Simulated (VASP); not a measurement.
# BaTiO3 (P4mm) in VASP: further runs

The runs below take BaTiO3 through relaxation of cell and atoms, with PBE+D4, PBEsol, r2SCAN.

All numbers are computed with VASP 6.6.1; they aren't measurements. Logs are shortened: lines on timing, memory, paths and dates and some standing lists are left out, and cuts for length are marked.

### Step 1. The cell of the first run

Symmetry: P4mm, No. 99, tetragonal system. Conventional cell: a = 4.000 Å, b = 4.000 Å, c = 4.018 Å, α = 90.00°, β = 90.00°, γ = 90.00°. Within 3.7 Å of Ba (site symmetry 4mm) lie 12 O at 2.79 to 2.88 Å and 8 Ti at 3.45 to 3.49 Å. Ti (site symmetry 4mm) has 6 O at 1.89 to 2.13 Å within 2.5 Å. Within 2.5 Å of O (site symmetry 4mm) lie 2 Ti at 1.89 to 2.13 Å. Within 2.7 Å of O (site symmetry 2mm) lie 2 Ti at 2.00 Å.

### Step 2. Relaxation of cell and atoms, PBE+D4

Input file INCAR:

```
PREC = Accurate
ENCUT = 600
EDIFF = 1E-6
ISMEAR = 0
SIGMA = 0.01
LREAL = F
LASPH = T
NELM = 60
ALGO = Normal
ISIF = 3
LWAVE = F
LCHARG = F
GGA = PE
IVDW = 13
IBRION = 2
NSW = 80
EDIFFG = -0.005
```

Input file KPOINTS:

```
Automatic mesh
0
Gamma
  4 4 4
```

Input file POSCAR:

```
BaTiO3
1.0
    3.9998000000      0.0000000000      0.0000000000
    0.0000000000      3.9998000000      0.0000000000
    0.0000000000      0.0000000000      4.0180000000
Ba Ti O
1 1 3
Direct
    0.0000000000      0.0000000000      0.0000000000
    0.5000000000      0.5000000000      0.4900000000
    0.5000000000      0.5000000000      0.0190000000
    0.5000000000      0.0000000000      0.5170000000
    0.0000000000      0.5000000000      0.5170000000
```

Potentials or basis: VASP PAW PBE potentials, release 64 (Ba_sv, Ti_sv, O).

Launch:

```sh
cat potpaw_PBE.64/Ba_sv/POTCAR potpaw_PBE.64/Ti_sv/POTCAR potpaw_PBE.64/O/POTCAR > POTCAR
mpirun -np 1 vasp_std > vasp.out
```

OUTCAR:

```text
PREC = Accurate
   ENCUT = 600
   EDIFF = 1E-6
   ISMEAR = 0
   LREAL = F
   LASPH = T
   NELM = 60
   ISIF = 3
   GGA = PE
   IVDW = 13
   IBRION = 2
   NSW = 80
   EDIFFG = -0.005

 ion  position               nearest neighbor table
   1  0.000  0.000  0.000-   4 2.79   5 2.79   5 2.79   4 2.79   3 2.83   3 2.83   3 2.83   3 2.83
                             4 2.88   5 2.88   5 2.88   4 2.88   2 3.45   2 3.45   2 3.45   2 3.45
   2  0.500  0.500  0.490-   3 1.89   4 2.00   5 2.00   4 2.00   5 2.00   3 2.13   1 3.45   1 3.45
                             1 3.45   1 3.45   1 3.49   1 3.49   1 3.49   1 3.49
   3  0.500  0.500  0.019-   2 1.89   2 2.13   1 2.83   1 2.83   1 2.83   1 2.83
   4  0.500  0.000  0.517-   2 2.00   2 2.00   1 2.79   1 2.79   1 2.88   1 2.88
   5  0.000  0.500  0.517-   2 2.00   2 2.00   1 2.79   1 2.79   1 2.88   1 2.88

  LATTYP: Found a simple tetragonal cell.
 ALAT       =     3.9998000000
 C/A-ratio  =     1.0045502275

  Lattice vectors:

 A1 = (   3.9998000000,   0.0000000000,   0.0000000000)
 A2 = (   0.0000000000,   3.9998000000,   0.0000000000)
 A3 = (   0.0000000000,   0.0000000000,   4.0180000000)

Analysis of symmetry for initial positions (statically):
=====================================================================
 Subroutine PRICEL returns:
 Original cell was already a primitive cell.

 Routine SETGRP: Setting up the symmetry group for a
 simple tetragonal supercell.

 Subroutine GETGRP returns: Found  8 space group operations
 (whereof  8 operations were pure point group operations)
 out of a pool of 16 trial point group operations.

The static configuration has the point symmetry C_4v.

Analysis of symmetry for dynamics (positions and initial velocities):
=====================================================================
 Subroutine PRICEL returns:
 Original cell was already a primitive cell.

 Routine SETGRP: Setting up the symmetry group for a
 simple tetragonal supercell.

 Subroutine GETGRP returns: Found  8 space group operations
 (whereof  8 operations were pure point group operations)
 out of a pool of 16 trial point group operations.

The dynamic configuration has the point symmetry C_4v.

 Subroutine INISYM returns: Found  8 space group operations
 (whereof  8 operations are pure point group operations),
 and found     1 'primitive' translations

----------------------------------------------------------------------------------------

                                     Primitive cell

  volume of cell :      64.2816

  direct lattice vectors                    reciprocal lattice vectors
     3.999800000  0.000000000  0.000000000     0.250012501  0.000000000  0.000000000
     0.000000000  3.999800000  0.000000000     0.000000000  0.250012501  0.000000000
     0.000000000  0.000000000  4.018000000     0.000000000  0.000000000  0.248880040

  length of vectors
     3.999800000  3.999800000  4.018000000     0.250012501  0.250012501  0.248880040

  position of ions in fractional coordinates (direct lattice)
     0.000000000  0.000000000  0.000000000
     0.500000000  0.500000000  0.490000000
     0.500000000  0.500000000  0.019000000
     0.500000000  0.000000000  0.517000000
     0.000000000  0.500000000  0.517000000

  ion indices of the primitive-cell ions
   primitive index   ion index
                 1           1
                 2           2
                 3           3
                 4           4
                 5           5

----------------------------------------------------------------------------------------

 KPOINTS: Automatic mesh

Automatic generation of k-mesh.
 Grid dimensions read from file:
 generate k-points for:    4    4    4

 Generating k-lattice:

  Cartesian coordinates                     Fractional coordinates (reciprocal lattice)
     0.062503125  0.000000000  0.000000000     0.250000000  0.000000000  0.000000000
     0.000000000  0.062503125  0.000000000     0.000000000  0.250000000  0.000000000
     0.000000000  0.000000000  0.062220010     0.000000000  0.000000000  0.250000000

[... 44 lines left out ...]
   ISIF   =      3    stress and relaxation
   ISYM   =      2    0-nonsym 1-usesym 2-fastsym
   POTIM  = 0.5000    time-step for ionic-motion
   TEBEG  =    0.0;   TEEND  =   0.0 temperature during run
   PSTRESS=    0.0 pullay stress
   NELECT =      40.0000    total number of electrons
   NUPDOWN=      -1.0000    fix difference up-down
   EMIN   =  10.00;   EMAX   =-10.00  energy-range for DOS
   EFERMI =   0.00;   METHOD = LEGACY
   ISMEAR =     0;   SIGMA  =   0.01  broadening in eV -4-tet -1-fermi 0-gaus
   EFERMI_NEDOS =   21; number of points for ismear=-14 and -15
   IALGO  =     38    algorithm
   IMIX   =      4    mixing-type and parameters
     AMIX     =   0.40;   BMIX     =  1.00
     AMIX_MAG =   1.60;   BMIX_MAG =  1.00
  volume/ion in A,a.u.               =      12.86        86.76
  Fermi-wavevector in a.u.,A,eV,Ry     =   1.397653  2.641181 26.578078  1.953434
  Thomas-Fermi vector in A             =   2.520888
   LORBIT       =      0    0 simple, 1 ext, 2 COOP (PROOUT), +10 PAW based schemes
   GGA     = PE    functional components
   LHFCALC =     F    Hartree Fock is set to
   AEXX    =    0.0000 exact exchange contribution
   IVDW    =    13    specifies the selected vdW correction
   LEPSILON=     F    determine dielectric tensor
   LRPA    =     F    only Hartree local field effects (RPA)
 conjugate gradient relaxation of ions
 non-spin polarized calculation
 Gauss-broadening in eV      SIGMA  =   0.01
  energy-cutoff  :      600.00
  volume of cell :       64.28
 maximum number of plane-waves:      2176
 NGX is ok and might be reduce to    32
   NGX = 15   NGY = 15   NGZ = 17

--------------------------------------- Ionic step        1  -------------------------------------------

 number of electron      39.9999999 magnetization

 Free energy of the ion-electron system (eV)
  ---------------------------------------------------
  ext. energy  EPLUGINS =         0.00000000
  ---------------------------------------------------
  free energy    TOTEN  =       -39.97896218 eV

  energy without entropy =      -39.97896218  energy(sigma->0) =      -39.97896218

------------------------ aborting loop because EDIFF is reached ----------------------------------------

  DFT-D4 for vdW energy calculation

  Edisp (eV):   -1.07572

  FORCE on cell =-STRESS in cart. coord.  units (eV):
  Direction    XX          YY          ZZ          XY          YZ          ZX
  --------------------------------------------------------------------------------------
  -------------------------------------------------------------------------------------
  Total       0.34917     0.34917     0.74841     0.00000    -0.00000     0.00000
  in kB       8.70283     8.70283    18.65360     0.00000    -0.00000     0.00000
  external pressure =       12.02 kB  Pullay stress =        0.00 kB
[... 106 lines left out ...]
  FREE ENERGIE OF THE ION-ELECTRON SYSTEM (eV)
  ---------------------------------------------------
  free  energy   TOTEN  =       -41.0652555973 eV

  energy  without entropy=      -41.0652555973  energy(sigma->0) =      -41.06525560

[... ionic steps 4 to 26 ...]

--------------------------------------- Ionic step       27  -------------------------------------------

 number of electron      39.9999987 magnetization

------------------------ aborting loop because EDIFF is reached ----------------------------------------

  DFT-D4 for vdW energy calculation

  Edisp (eV):   -1.05263
[... 75 lines left out ...]
  energy  without entropy=      -41.0833693786  energy(sigma->0) =      -41.08336938

--------------------------------------- Ionic step       29  -------------------------------------------

 number of electron      39.9999987 magnetization

 Free energy of the ion-electron system (eV)
  ---------------------------------------------------
  ext. energy  EPLUGINS =         0.00000000
  ---------------------------------------------------
  free energy    TOTEN  =       -40.03072174 eV

  energy without entropy =      -40.03072174  energy(sigma->0) =      -40.03072174

 E-fermi :   3.8940     XC(G=0): -11.0991

 val. band max:        3.8103292161   @ k =   0.5000   0.5000   0.5000
 cond. band min:       5.5991527844   @ k =   0.0000   0.0000   0.0000
 fundamental gap:      1.7888235683
 Fermi energy:         3.8940210221

 k-point     1 :       0.0000    0.0000    0.0000
  band No.  band energies     occupation
      1     -52.8155      2.00000
      2     -29.1322      2.00000
      3     -29.0197      2.00000
      4     -29.0197      2.00000
      5     -21.2984      2.00000
      6     -13.1994      2.00000
[... 511 lines left out ...]
  FREE ENERGIE OF THE ION-ELECTRON SYSTEM (eV)
  ---------------------------------------------------
  free  energy   TOTEN  =       -41.0833731451 eV

  energy  without entropy=      -41.0833731451  energy(sigma->0) =      -41.08337315

 reached required accuracy - stopping structural energy minimisation
```

Wall time 14 min (1 thread of AMD EPYC 7R13, shared host); peak memory 0.18 GiB.

Results:

```yaml
Free_energy: -41.0834 eV
Relaxed_volume: 13.17 Å³/atom
Relaxed_cell: a = 3.981 Å, b = 3.981 Å, c = 4.154 Å, α = 90.00°, β = 90.00°, γ = 90.00°
Space_group_after_relaxing_to_0.05_Å: P4mm (No. 99)
Energy_gained_by_relaxing: 5.7 meV/atom
Ionic_steps: 29
Pressure_after_relaxing: 0.0 GPa
Largest_force_after_relaxing: 0.004 eV/Å
Band_gap_on_the_k_mesh: 1.79 eV, indirect (least direct gap 2.32 eV)
Dispersion_energy_per_atom: -0.211 eV
```

Forces in eV/Å, atoms in the order of the input:
```
Ba   0.000  0.000 -0.004
Ti   0.000  0.000  0.001
O    0.000  0.000  0.000
O    0.000  0.000  0.001
O    0.000  0.000  0.001
```

Step by step:
```csv
step,energy change (eV),largest force (eV/Å),pressure (GPa),volume (Å³)
1,0.0000,0.3290,1.20,64.28
2,-0.0099,0.2714,-0.72,65.18
3,-0.0106,0.2575,-1.38,65.53
4,-0.0172,0.1604,-0.78,65.48
5,-0.0199,0.1098,-0.06,65.43
6,-0.0230,0.1029,0.15,65.38
7,-0.0252,0.1043,0.45,65.32
8,-0.0254,0.1051,0.59,65.29
9,-0.0270,0.1015,-0.06,65.64
10,-0.0272,0.1342,-0.45,65.84
11,-0.0282,0.0568,-0.22,65.88
12,-0.0283,0.0692,-0.16,65.88
13,-0.0286,0.0368,0.06,65.80
14,-0.0286,0.0201,0.14,65.75
15,-0.0287,0.0218,0.07,65.82
16,-0.0287,0.0257,-0.02,65.83
17,-0.0287,0.0221,0.00,65.82
18,-0.0287,0.0217,-0.02,65.82
19,-0.0287,0.0064,0.06,65.81
20,-0.0287,0.0066,0.05,65.81
21,-0.0287,0.0065,0.05,65.82
22,-0.0287,0.0059,0.01,65.84
23,-0.0287,0.0055,-0.03,65.86
24,-0.0287,0.0056,-0.03,65.85
25,-0.0287,0.0058,-0.02,65.85
26,-0.0287,0.0060,-0.04,65.84
27,-0.0287,0.0060,-0.02,65.84
28,-0.0287,0.0066,-0.02,65.84
29,-0.0287,0.0039,0.00,65.84
```

Final structure:
```
Ba Ti O
1.0
     3.98108    0.00000    0.00000
     0.00000    3.98108    0.00000
     0.00000    0.00000    4.15437
Ba Ti O
1 1 3
Direct
  0.00000 0.00000 0.99359
  0.50000 0.50000 0.47504
  0.50000 0.50000 0.03629
  0.50000 0.00000 0.51904
  0.00000 0.50000 0.51904
```

Levels at points of the mesh, in eV from the valence-band top:
```csv
k point,band 17,band 18,band 19,band 20,band 21,band 22,band 23,band 24
"(0.00, 0.00, 0.00)",-1.30,-0.80,-0.53,-0.53,1.79,2.35,2.35,4.03
"(0.50, 0.00, 0.00)",-1.96,-1.72,-1.46,-1.23,2.44,3.46,3.55,4.09
"(0.50, 0.50, 0.00)",-1.98,-1.13,-1.13,-0.07,3.58,3.58,3.93,4.24
"(0.00, 0.00, 0.50)",-2.05,-2.01,-0.74,-0.74,1.92,3.46,3.46,4.03
"(0.50, 0.00, 0.50)",-1.83,-1.13,-1.06,-0.45,3.48,3.50,3.77,4.82
"(0.50, 0.50, 0.50)",-2.59,-0.38,-0.38,0.00,4.01,4.01,4.11,6.09
```

Caveat: spin-orbit coupling is left out, which moves the levels of the heavy elements. A k mesh can miss the band edges.

[end of part 1 of 2]
